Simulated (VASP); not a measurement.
A run of VASP 6.6.1 is set up as follows.

The input INCAR:

```
PREC     = Accurate       # precision mode
ENCUT    = 520            # plane-wave cutoff, eV
EDIFF    = 1E-7           # SCF threshold, eV
ISMEAR   = -1             # smearing method
SIGMA    = 0.1            # smearing width, eV
LREAL    = F              # projectors in reciprocal space
LASPH    = T              # aspherical terms in the spheres
NELM     = 100            # most SCF steps
ALGO     = Normal         # electronic algorithm
ISIF     = 2              # what is computed and relaxed
LWAVE    = F              # write WAVECAR
LCHARG   = F              # write CHGCAR
GGA      = B5             # functional
ALDAX    = 1.0          
AGGAX    = 1.0          
AGGAC    = 1.0          
ALDAC    = 0.0          
NBANDS   = 11             # bands
```

Contents of KPOINTS:

```
regular mesh
0
Gamma
  10 10 10
```

Contents of POSCAR:

```
Ca
1.0
   -2.1961492074      2.1961492074      2.1961492074
    2.1961492074     -2.1961492074      2.1961492074
    2.1961492074      2.1961492074     -2.1961492074
Ca
1
Direct
    0.0000000000      0.0000000000      0.0000000000
```

Potentials or basis: VASP PAW PBE potentials, release 64 (Ca_sv).

Command:

```bash
$ cat potpaw_PBE.64/Ca_sv/POTCAR > POTCAR
$ mpirun -np 1 vasp_std > vasp.out
```

**Question.** Estimate the pressure.

**Answer.** 0.0 GPa.

**Question.** Estimate the band gap on the k mesh.

**Answer.** Zero (band 5 reaches 2.65 eV, above the bottom of band 6 at 2.40 eV).

Caveat: the PAW data sets were made with another functional, which shifts forces and pressure a little.
